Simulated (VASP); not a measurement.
Sn2Ge:

```xyz
6
Lattice="4.3329 0.0000 0.0000 -2.1664 3.7524 0.0000 0.0000 0.0000 10.6133" Properties=species:S:1:pos:R:3 pbc="T T T"
Ge    0.0000    0.0000    0.0000
Ge    2.1664    1.2508    7.0756
Sn    0.0000    2.5016    3.5378
Sn    2.1664    1.2508    9.7289
Sn    0.0000    2.5016    6.1911
Sn    0.0000    0.0000    2.6533
```

```yaml
Program: VASP 6.6.1
Task: relaxation of cell and atoms
Functional: PBE
Potentials_or_basis: VASP PAW PBE potentials, release 64 (Ge_d, Sn_d)
Cutoff: 600 eV
k_mesh: 6 × 6 × 2
Occupations: fermi-dirac, width 0.02 eV
Spin: no spin polarisation
```

At the start: pressure 6.9 GPa; volume 28.76 Å³/atom.

Problem. Where does the relaxation end?

Solution. Over 27 steps the energy falls by 96.5 meV/atom and the volume is 32.35 Å³/atom (+12.5 %); space group P3m1 (No. 156, to 0.1 Å) before and after.

Step by step:
```tsv
step	energy change (eV)	largest force (eV/Å)	pressure (GPa)	volume (Å³)
1	0.0000	1.3292	6.89	172.56
2	-0.4568	0.3912	-1.93	205.32
3	-0.5079	0.5444	-0.35	196.21
4	-0.5078	0.5546	-0.22	195.72
5	-0.5360	0.3885	-0.09	194.80
6	-0.5628	0.3554	0.26	192.90
7	-0.5738	0.1703	-0.08	194.47
8	-0.5745	0.1625	-0.18	194.95
9	-0.5782	0.0300	-0.08	194.37
10	-0.5782	0.0352	-0.10	194.39
11	-0.5785	0.0258	0.08	193.54
12	-0.5786	0.0317	0.03	193.81
13	-0.5786	0.0273	0.06	193.73
14	-0.5786	0.0303	0.05	193.77
15	-0.5787	0.0093	0.01	193.93
16	-0.5787	0.0092	0.00	193.97
17	-0.5787	0.0093	0.02	193.96
18	-0.5787	0.0087	0.03	193.96
19	-0.5787	0.0057	-0.05	194.18
20	-0.5788	0.0089	0.00	194.04
21	-0.5788	0.0061	-0.02	194.06
22	-0.5788	0.0088	0.02	194.04
23	-0.5788	0.0062	0.02	194.05
24	-0.5787	0.0065	-0.05	194.22
25	-0.5788	0.0070	-0.01	194.09
26	-0.5787	0.0076	-0.01	194.10
27	-0.5788	0.0024	-0.01	194.09
```

Final structure:
```
CELL_PARAMETERS angstrom
4.50913 0.00000 0.00000
-2.25457 3.90502 0.00000
0.00000 0.00000 11.02275
ATOMIC_POSITIONS crystal
Ge 0.00000 0.00000 0.99243
Ge 0.66667 0.33333 0.67191
Sn 0.33333 0.66667 0.33546
Sn 0.66667 0.33333 0.91716
Sn 0.33333 0.66667 0.59680
Sn 0.00000 0.00000 0.23624
```
